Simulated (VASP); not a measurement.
# Al2Pt (Fm-3m) in VASP: further runs

Runs on Al2Pt. Level: PBEsol. Tasks: single point.

All numbers are computed with VASP 6.6.1; they aren't measurements. Logs are shortened: lines on timing, memory, paths and dates and some standing lists are left out, and cuts for length are marked.

## Step 1: The cell of the first run

The structure is cubic, space group Fm-3m (No. 225). Conventional cell: a = 5.911 Å, b = 5.911 Å, c = 5.911 Å, α = 90.00°, β = 90.00°, γ = 90.00°. Within 3.4 Å of Al (site symmetry -43m) lie 4 Pt at 2.56 Å and 6 Al at 2.96 Å. Within 3.4 Å of Pt (site symmetry m-3m) lie 8 Al at 2.56 Å.

## Step 2: Single point, PBEsol

The input, INCAR:

```
SYSTEM = Al2Pt
PREC = Accurate
ENCUT = 520
EDIFF = 1E-6
ISMEAR = 0
SIGMA = 0.1
LREAL = .FALSE.
LASPH = .TRUE.
NELM = 100
ALGO = Fast
ISIF = 2
LWAVE = .FALSE.
LCHARG = .FALSE.
GGA = PS
NBANDS = 15
```

The input, KPOINTS:

```
regular mesh
0
G
  12 12 12
  0 0 0
```

The input, POSCAR:

```
Al2Pt
1.0
    0.0000000000      2.9554228532      2.9554228532
    2.9554228532      0.0000000000      2.9554228532
    2.9554228532      2.9554228532      0.0000000000
Al Pt
2 1
Direct
    0.2500000000      0.2500000000      0.2500000000
    0.7500000000      0.7500000000      0.7500000000
    0.0000000000      0.0000000000      0.0000000000
```

Potentials or basis: VASP PAW PBE potentials, release 64 (Al, Pt).

Command:

```sh
$ cat potpaw_PBE.64/Al/POTCAR potpaw_PBE.64/Pt/POTCAR > POTCAR
$ mpirun -np 1 vasp_std > vasp.out
```

OUTCAR:

```text
SYSTEM = Al2Pt
   PREC = Accurate
   ENCUT = 520
   EDIFF = 1E-6
   ISMEAR = 0
   LREAL = .FALSE.
   LASPH = .TRUE.
   NELM = 100
   ISIF = 2
   GGA = PS

 ion  position               nearest neighbor table
   1  0.250  0.250  0.250-   3 2.56   3 2.56   3 2.56   3 2.56   2 2.96   2 2.96   2 2.96   2 2.96
                             2 2.96   2 2.96
   2  0.750  0.750  0.750-   3 2.56   3 2.56   3 2.56   3 2.56   1 2.96   1 2.96   1 2.96   1 2.96
                             1 2.96   1 2.96
   3  0.000  0.000  0.000-   2 2.56   2 2.56   2 2.56   1 2.56   2 2.56   1 2.56   1 2.56   1 2.56

  LATTYP: Found a face centered cubic cell.
 ALAT       =     5.9108457064

  Lattice vectors:

 A1 = (   0.0000000000,   2.9554228532,   2.9554228532)
 A2 = (   2.9554228532,   0.0000000000,   2.9554228532)
 A3 = (   2.9554228532,   2.9554228532,   0.0000000000)

Analysis of symmetry for initial positions (statically):
=====================================================================
 Subroutine PRICEL returns:
 Original cell was already a primitive cell.

 Routine SETGRP: Setting up the symmetry group for a
 face centered cubic supercell.

 Subroutine GETGRP returns: Found 48 space group operations
 (whereof 48 operations were pure point group operations)
 out of a pool of 48 trial point group operations.

The static configuration has the point symmetry O_h .

Analysis of symmetry for dynamics (positions and initial velocities):
=====================================================================
 Subroutine PRICEL returns:
 Original cell was already a primitive cell.

 Routine SETGRP: Setting up the symmetry group for a
 face centered cubic supercell.

 Subroutine GETGRP returns: Found 48 space group operations
 (whereof 48 operations were pure point group operations)
 out of a pool of 48 trial point group operations.

The dynamic configuration has the point symmetry O_h .

 Subroutine INISYM returns: Found 48 space group operations
 (whereof 48 operations are pure point group operations),
 and found     1 'primitive' translations

----------------------------------------------------------------------------------------

                                     Primitive cell

  volume of cell :      51.6284

  direct lattice vectors                    reciprocal lattice vectors
     0.000000000  2.955422853  2.955422853    -0.169180528  0.169180528  0.169180528
     2.955422853  0.000000000  2.955422853     0.169180528 -0.169180528  0.169180528
     2.955422853  2.955422853  0.000000000     0.169180528  0.169180528 -0.169180528

  length of vectors
     4.179599082  4.179599082  4.179599082     0.293029271  0.293029271  0.293029271

  position of ions in fractional coordinates (direct lattice)
     0.250000000  0.250000000  0.250000000
     0.750000000  0.750000000  0.750000000
     0.000000000  0.000000000  0.000000000

  ion indices of the primitive-cell ions
   primitive index   ion index
                 1           1
                 2           2
                 3           3

----------------------------------------------------------------------------------------

 KPOINTS: regular mesh

Automatic generation of k-mesh.
 Grid dimensions read from file:
 generate k-points for:   12   12   12

 Generating k-lattice:

  Cartesian coordinates                     Fractional coordinates (reciprocal lattice)
    -0.014098377  0.014098377  0.014098377     0.083333333  0.000000000  0.000000000
     0.014098377 -0.014098377  0.014098377     0.000000000  0.083333333  0.000000000
     0.014098377  0.014098377 -0.014098377     0.000000000  0.000000000  0.083333333

  Length of vectors
     0.024419106  0.024419106  0.024419106

  Shift w.r.t. Gamma in fractional coordinates (k-lattice)
     0.000000000  0.000000000  0.000000000

 Subroutine IBZKPT returns following result:
 ===========================================

 Found     72 irreducible k-points:

 Following reciprocal coordinates:
            Coordinates               Weight
  0.000000  0.000000  0.000000      1.000000
  0.083333  0.000000  0.000000      8.000000
  0.166667  0.000000  0.000000      8.000000
  0.250000  0.000000  0.000000      8.000000
  0.333333  0.000000  0.000000      8.000000
  0.416667  0.000000  0.000000      8.000000
[... 16 lines left out ...]
  0.500000  0.166667  0.000000     24.000000
 -0.416667  0.166667  0.000000     24.000000
 [... further k-points ...]
   k-points           NKPTS =     72   k-points in BZ     NKDIM =     72   number of bands    NBANDS=     15
   number of dos      NEDOS =    301   number of ions     NIONS =      3
   total plane-waves  NPLWV =  32768
   dimension x,y,z NGX =    32 NGY =   32 NGZ =   32
   dimension x,y,z NGXF=    64 NGYF=   64 NGZF=   64
   ions per type =               2   1
   NGX,Y,Z   is equivalent  to a cutoff of  12.73, 12.73, 12.73 a.u.
   NGXF,Y,Z  is equivalent  to a cutoff of  25.46, 25.46, 25.46 a.u.
 SYSTEM =  Al2Pt
   PREC   = accura    normal or accurate (medium, high low for compatibility)
   ISTART =      0    job   : 0-new  1-cont  2-samecut
   ICHARG =      2    charge: 1-file 2-atom 10-const
   ISPIN  =      1    spin polarized calculation?
   LNONCOLLINEAR =      F non collinear calculations
   LSORBIT =      F    spin-orbit coupling
   LASPH  =      T    aspherical Exc in radial PAW
   ENCUT  =  520.0 eV  38.22 Ry    6.18 a.u.   7.77  7.77  7.77*2*pi/ulx,y,z
   NELM   =    100;   NELMIN=  2; NELMDL= -5     # of ELM steps
   EDIFF  = 0.1E-05   stopping-criterion for ELM
   LREAL  =      F    real-space projection
   EDIFFG = 0.1E-04   stopping-criterion for IOM
   NSW    =      0    number of steps for IOM
   IBRION =     -1    ionic relax: 0-MD 1-quasi-New 2-CG
   NFREE  =      0    steps in history (QN), initial steepest desc. (CG)
   ISIF   =      2    stress and relaxation
   ISYM   =      2    0-nonsym 1-usesym 2-fastsym
   POTIM  = 0.5000    time-step for ionic-motion
   TEBEG  =    0.0;   TEEND  =   0.0 temperature during run
   PSTRESS=    0.0 pullay stress
   NELECT =      16.0000    total number of electrons
   NUPDOWN=      -1.0000    fix difference up-down
   EMIN   =  10.00;   EMAX   =-10.00  energy-range for DOS
   EFERMI =   0.00;   METHOD = LEGACY
   ISMEAR =     0;   SIGMA  =   0.10  broadening in eV -4-tet -1-fermi 0-gaus
   EFERMI_NEDOS =   21; number of points for ismear=-14 and -15
   IALGO  =     68    algorithm
   IMIX   =      4    mixing-type and parameters
     AMIX     =   0.40;   BMIX     =  1.00
     AMIX_MAG =   1.60;   BMIX_MAG =  1.00
  volume/ion in A,a.u.               =      17.21       116.14
  Fermi-wavevector in a.u.,A,eV,Ry     =   1.107861  2.093553 16.699186  1.227356
  Thomas-Fermi vector in A             =   2.244381
   LORBIT       =      0    0 simple, 1 ext, 2 COOP (PROOUT), +10 PAW based schemes
   GGA     = PS    functional components
   LHFCALC =     F    Hartree Fock is set to
   AEXX    =    0.0000 exact exchange contribution
   IVDW    =     0    specifies the selected vdW correction
   LEPSILON=     F    determine dielectric tensor
   LRPA    =     F    only Hartree local field effects (RPA)
 non-spin polarized calculation
 RMM-DIIS sequential band-by-band and
 Gauss-broadening in eV      SIGMA  =   0.10
  energy-cutoff  :      520.00
  volume of cell :       51.63
 maximum number of plane-waves:      1411
   NGX = 15   NGY = 15   NGZ = 15

 number of electron      16.0000000 magnetization

 Free energy of the ion-electron system (eV)
  ---------------------------------------------------
  ext. energy  EPLUGINS =         0.00000000
  ---------------------------------------------------
  free energy    TOTEN  =       -17.76548723 eV

  energy without entropy =      -17.75961123  energy(sigma->0) =      -17.76254923

 E-fermi :   7.8091     XC(G=0): -10.8103

 val. band max:        7.8052947088   @ k =   0.3333   0.2500   0.0000
 cond. band min:       7.8398449690   @ k =  -0.4167   0.2500   0.0000
 fundamental gap:      0.0345502601
 Fermi energy:         7.8091471073

 k-point     1 :       0.0000    0.0000    0.0000
  band No.  band energies     occupation
      1      -2.4479      2.00000
      2       2.7289      2.00000
      3       2.7289      2.00000
      4       2.7289      2.00000
      5       4.0862      2.00000
      6       4.0862      2.00000
      7      10.7720      0.00000
      8      11.5782      0.00000
      9      11.5782      0.00000
     10      11.5782      0.00000
     11      13.2086      0.00000
     12      13.2086      0.00000
     13      13.2086      0.00000
     14      14.1123      0.00000
     15      14.1123      0.00000

 k-point     2 :       0.0833    0.0000    0.0000
  band No.  band energies     occupation
      1      -2.3521      2.00000
      2       2.6717      2.00000
      3       2.7613      2.00000
      4       2.7613      2.00000
      5       4.0744      2.00000
      6       4.0744      2.00000
      7      10.2660      0.00000
      8      10.9931      0.00000
      9      11.3056      0.00000
     10      11.3056      0.00000
     11      13.5179      0.00000
     12      13.5179      0.00000
     13      13.8128      0.00000
     14      13.9223      0.00000
     15      13.9223      0.00000

 k-point     3 :       0.1667    0.0000    0.0000
  band No.  band energies     occupation
      1      -2.0692      2.00000
      2       2.5188      2.00000
      3       2.8459      2.00000
      4       2.8459      2.00000
      5       4.0549      2.00000
      6       4.0549      2.00000
      7       8.5434      0.00000
      8      10.7244      0.00000
      9      10.7244      0.00000
     10      11.2499      0.00000
     11      13.5038      0.00000
     12      13.5614      0.00000
     13      13.5614      0.00000
     14      14.2179      0.00000
     15      14.2179      0.00000
[... 343 lines left out ...]
 k-point    23 :       0.5000    0.1667    0.0000
  band No.  band energies     occupation
      1       0.0903      2.00000
      2       1.7540      2.00000
      3       2.9690      2.00000
      4       3.2399      2.00000
      5       4.0534      2.00000
      6       4.2845      2.00000
      7       4.3248      2.00000
      8       7.6484      1.97699
      9       8.1298      0.00001
     10      11.1993      0.00000
     11      13.6170      0.00000
     12      14.0402      0.00000
     13      14.4011      0.00000
     14      15.4516      0.00000
     15      17.8142      0.00000

 k-point    24 :      -0.4167    0.1667    0.0000
  band No.  band energies     occupation
      1       0.1976      2.00000
      2       1.7272      2.00000
      3       2.9402      2.00000
      4       3.2565      2.00000
      5       3.8407      2.00000
      6       4.1800      2.00000
      7       4.5587      2.00000
      8       7.2972      2.00000
      9       8.4426      0.00000
     10      11.2717      0.00000
     11      13.4270      0.00000
     12      13.7944      0.00000
     13      14.7141      0.00000
     14      16.5901      0.00000
     15      16.9453      0.00000

 [... further k-points ...]
[... 5 lines left out ...]
  --------------------------------------------------------------------------------------
  -------------------------------------------------------------------------------------
  Total       -0.3301179     -0.3301179     -0.3301179      0.0000000      0.0000000      0.0000000
  in kB      -10.2445003    -10.2445003    -10.2445003      0.0000000      0.0000000      0.0000000
  external PRESSURE =     -10.2445003 kB  Pullay stress =       0.0000000 kB

 VOLUME and BASIS-vectors are now :
 -----------------------------------------------------------------------------
  energy-cutoff  :      520.00
  volume of cell :       51.63
      direct lattice vectors                 reciprocal lattice vectors
     0.000000000  2.955422853  2.955422853    -0.169180528  0.169180528  0.169180528
     2.955422853  0.000000000  2.955422853     0.169180528 -0.169180528  0.169180528
     2.955422853  2.955422853  0.000000000     0.169180528  0.169180528 -0.169180528

 POSITION                                       TOTAL-FORCE (eV/Angst)
 -----------------------------------------------------------------------------------
      1.47771      1.47771      1.47771        -0.000000     -0.000000     -0.000000
      4.43313      4.43313      4.43313         0.000000      0.000000      0.000000
      0.00000      0.00000      0.00000         0.000000     -0.000000     -0.000000
 -----------------------------------------------------------------------------------
    total drift:                                0.000000     -0.000000      0.000000

  FREE ENERGIE OF THE ION-ELECTRON SYSTEM (eV)
  ---------------------------------------------------
  free  energy   TOTEN  =       -17.7654872253 eV

  energy  without entropy=      -17.7596112330  energy(sigma->0) =      -17.76254923
```

Wall time 46 s (1 thread of Intel Xeon Platinum 8375C at 2.90GHz (Ice Lake), shared host); peak memory 0.21 GiB.

Results:

```yaml
Free_energy: -17.7655 eV
Pressure: -1.0 GPa
Band_gap_on_the_k_mesh: zero (band 8 reaches 11.58 eV, above the bottom of band 9 at 6.18 eV)
```

Levels at points of the mesh, in eV from the Fermi level:
| k point | band 5 | band 6 | band 7 | band 8 | band 9 | band 10 | band 11 | band 12 |
| --- | --- | --- | --- | --- | --- | --- | --- | --- |
| (0.00, 0.00, 0.00) | -3.72 | -3.72 | 2.96 | 3.77 | 3.77 | 3.77 | 5.40 | 5.40 |
| (0.50, 0.00, 0.00) | -3.75 | -3.50 | -3.50 | 0.99 | 0.99 | 3.71 | 5.13 | 5.13 |
| (0.50, 0.50, 0.00) | -3.81 | -3.46 | -3.22 | -1.63 | -1.63 | 3.14 | 3.30 | 8.06 |

Caveat: the PAW data sets were made with another functional, which shifts forces and pressure a little; spin-orbit coupling is left out, which moves the levels of the heavy elements.

## Step 3: Single point, PBEsol

This run uses another cell than the first one, of 12.36 Å³/atom, 0.718 times its volume.

The input, INCAR:

```
SYSTEM = Al2Pt
ALGO = Normal
EDIFF = 1E-6
ENCUT = 520
GGA = PS
ISIF = 2
ISMEAR = 0
LASPH = .TRUE.
LCHARG = .FALSE.
LREAL = .FALSE.
LWAVE = .FALSE.
NBANDS = 15
NELM = 60
PREC = Accurate
SIGMA = 0.1
```

The input, KPOINTS:

```
k-points
0
G
  14 14 14
  0 0 0
```

The input, POSCAR:

```
Al2Pt
1.0
    0.0000000000      2.6463646045      2.6463646045
    2.6463646045      0.0000000000      2.6463646045
    2.6463646045      2.6463646045      0.0000000000
Al Pt
2 1
Direct
    0.2500000000      0.2500000000      0.2500000000
    0.7500000000      0.7500000000      0.7500000000
    0.0000000000      0.0000000000      0.0000000000
```

Potentials or basis: VASP PAW PBE potentials, release 64 (Al, Pt).

Command:

```sh
$ cat potpaw_PBE.64/Al/POTCAR potpaw_PBE.64/Pt/POTCAR > POTCAR
$ mpirun -np 1 vasp_std > vasp.out
```

It took 48 s on 1 thread of Intel Xeon Platinum 8375C at 2.90GHz (Ice Lake), shared host; peak memory 0.2 GiB.

It converged, with:

```
Free energy            : -14.7528 eV
Pressure               : 90.5 GPa
Band gap on the k mesh : zero (band 8 reaches 16.31 eV, above the bottom of band 9 at 10.13 eV)
```

Levels at points of the mesh, in eV from the Fermi level:
| k point | band 4 | band 5 | band 6 | band 7 | band 8 | band 9 | band 10 | band 11 | band 12 | band 13 |
| --- | --- | --- | --- | --- | --- | --- | --- | --- | --- | --- |
| (0.00, 0.00, 0.00) | -7.21 | -5.50 | -5.50 | 3.83 | 3.83 | 3.83 | 5.67 | 7.49 | 7.49 | 7.69 |
| (0.50, 0.00, 0.00) | -6.86 | -5.05 | -5.05 | -5.01 | 0.98 | 0.98 | 4.11 | 6.63 | 6.63 | 8.90 |
| (0.50, 0.50, 0.00) | -5.36 | -5.36 | -4.62 | -4.59 | -2.36 | -2.36 | 3.76 | 5.73 | 7.88 | 12.48 |

Caveat: the PAW data sets were made with another functional, which shifts forces and pressure a little; spin-orbit coupling is left out, which moves the levels of the heavy elements.

## Step 4: Single point, PBEsol

This run uses another cell than the first one, of 13.67 Å³/atom, 0.794 times its volume.

The input, INCAR:

```
PREC = Accurate ; ENCUT = 520
EDIFF = 1E-6 ; ISMEAR = 0
SIGMA = 0.1 ; LREAL = F
LASPH = T ; NELM = 60
ALGO = Normal ; ISIF = 2
LWAVE = F ; LCHARG = T
GGA = PS ; LELF = T
LVHAR = T ; NBANDS = 15
```

The input, KPOINTS:

```
Automatic mesh
0
Gamma
  14 14 14
```

The input, POSCAR:

```
Al2Pt
1.0
    0.0000000000      2.7372332589      2.7372332589
    2.7372332589      0.0000000000      2.7372332589
    2.7372332589      2.7372332589      0.0000000000
Al Pt
2 1
Direct
    0.2500000000      0.2500000000      0.2500000000
    0.7500000000      0.7500000000      0.7500000000
    0.0000000000      0.0000000000      0.0000000000
```

Command:

```sh
$ cat potpaw_PBE.64/Al/POTCAR potpaw_PBE.64/Pt/POTCAR > POTCAR
$ mpirun -np 1 vasp_std > vasp.out
```

It took 68 s on 1 thread of Intel Xeon Platinum 8375C at 2.90GHz (Ice Lake), shared host; peak memory 0.21 GiB.

Results (log left out):

```
Free energy            : -16.4515 eV
Pressure               : 50.2 GPa
Band gap on the k mesh : zero (band 8 reaches 14.74 eV, above the bottom of band 9 at 8.76 eV)
```

Levels at points of the mesh, in eV from the Fermi level:
| k point | band 6 | band 7 | band 8 | band 9 | band 10 | band 11 |
| --- | --- | --- | --- | --- | --- | --- |
| (0.00, 0.00, 0.00) | -4.86 | 3.87 | 3.87 | 3.87 | 4.81 | 6.81 |
| (0.50, 0.00, 0.00) | -4.50 | -4.50 | 1.00 | 1.00 | 4.06 | 6.16 |
| (0.50, 0.50, 0.00) | -4.24 | -4.10 | -2.11 | -2.11 | 3.64 | 4.88 |

Caveat: the PAW data sets were made with another functional, which shifts forces and pressure a little; spin-orbit coupling is left out, which moves the levels of the heavy elements.

(Part 1 of 2 ends here.)
